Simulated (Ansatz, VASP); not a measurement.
**Two plane-wave programs on Mg**

```
Mg
1.0
     5.72482    0.00000    0.00000
     0.00000    5.72482    0.00000
     0.00000    0.00000    5.72482
Mg
8
Direct
  0.00000 0.00000 0.00000
  0.50000 0.50000 0.50000
  0.25000 0.00000 0.50000
  0.75000 0.00000 0.50000
  0.50000 0.25000 0.00000
  0.50000 0.75000 0.00000
  0.00000 0.50000 0.25000
  0.00000 0.50000 0.75000
```

Alike in both runs: functional PBE; k mesh 5 × 5 × 5; occupations fermi-dirac, width 0.1 eV; no spin polarisation.

Ansatz relaxed the structure, and its values are those at the end. VASP's run is a single point on that final structure, the one shown.

|  | VASP | Ansatz |
| --- | --- | --- |
| version | VASP 6.6.1 | Ansatz 0.2.0 |
| potentials or method | VASP PAW PBE potentials, release 64 (Mg), cutoff 520 eV | plane waves (420 eV) with PAW, scalar-relativistic |
| valence electrons in the cell | 16 | 80 |

Ansatz gave:

- pressure (GPa): 0.0

**Question.** Which values does VASP return?

**Answer.** Pressure (GPa): -0.1.

VASP's potentials hold 16 valence electrons a cell and Ansatz's 80, so a difference there can come from the potentials and not from the codes.
